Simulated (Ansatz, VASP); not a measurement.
# Two plane-wave programs on RbBr3

INCAR

```
PREC     = Accurate       # precision mode
ENCUT    = 500            # plane-wave cutoff, eV
EDIFF    = 1E-6           # SCF threshold, eV
ISMEAR   = 0              # smearing method
SIGMA    = 0.1            # smearing width, eV
LREAL    = F              # projectors in reciprocal space
LASPH    = T              # aspherical terms in the spheres
NELM     = 120            # most SCF steps
ALGO     = Normal         # electronic algorithm
ISIF     = 2              # what is computed and relaxed
LWAVE    = F              # write WAVECAR
LCHARG   = T              # write CHGCAR
GGA      = PE             # functional
LELF     = T              # ELF
LVHAR    = T            
NBANDS   = 23             # bands
GGA_COMPAT= F
```

File KPOINTS:

```
Automatic mesh
0
Gamma
  7 7 7
```

The input POSCAR:

```
RbBr3
1.0
   -2.2585671000      2.2585671000      6.4370042300
    2.2585671000     -2.2585671000      6.4370042300
    2.2585671000      2.2585671000     -6.4370042300
Rb Br
1 3
Direct
    0.0000000000      0.0000000000      0.0000000000
    0.7500000000      0.2500000000      0.5000000000
    0.2500000000      0.7500000000      0.5000000000
    0.5000000000      0.5000000000      0.0000000000
```

Input for Ansatz:

```yaml
crystal:
  lattice:
    - [-2.2585671, 2.2585671, 6.43700423]
    - [2.2585671, -2.2585671, 6.43700423]
    - [2.2585671, 2.2585671, -6.43700423]
  atoms:
    - { symbol: Rb, position: [0.0, 0.0, 0.0] }
    - { symbol: Br, position: [0.75, 0.25, 0.5] }
    - { symbol: Br, position: [0.25, 0.75, 0.5] }
    - { symbol: Br, position: [0.5, 0.5, 0.0] }
basis:
  ecutwfc: 420
kpoints:
  mp_grid: { grid: [7, 7, 7] }
hamiltonian:
  xc: pbe
scf:
  occupations: { method: gaussian, width: 0.1 }
output:
  forces: true
  stress: true
  eigenvalues: true
```

Alike in both runs: task single point; functional PBE; k mesh 7 × 7 × 7; occupations gaussian, width 0.1 eV; no spin polarisation.

|  | VASP | Ansatz |
| --- | --- | --- |
| version | VASP 6.6.1 | Ansatz 0.2.0 |
| potentials or method | VASP PAW PBE potentials, release 64 (Rb_sv, Br), cutoff 500 eV | scalar-relativistic, plane waves, PAW |
| valence electrons in the cell | 30 | 30 |

Ansatz gave:

- gap on the k mesh at the Fermi level (eV): none
- pressure (GPa): 0.7
- traceless stress, the component that is largest in VASP (GPa): 0.34

Estimate VASP's values.

gap on the k mesh at the Fermi level (eV): none; pressure (GPa): 0.7; traceless stress, the component that is largest in VASP (GPa): 0.31.

A gap of «none» marks a metal or a gap that the smearing closes. With one functional, cell and mesh, what is left measures potentials, basis and numerics.
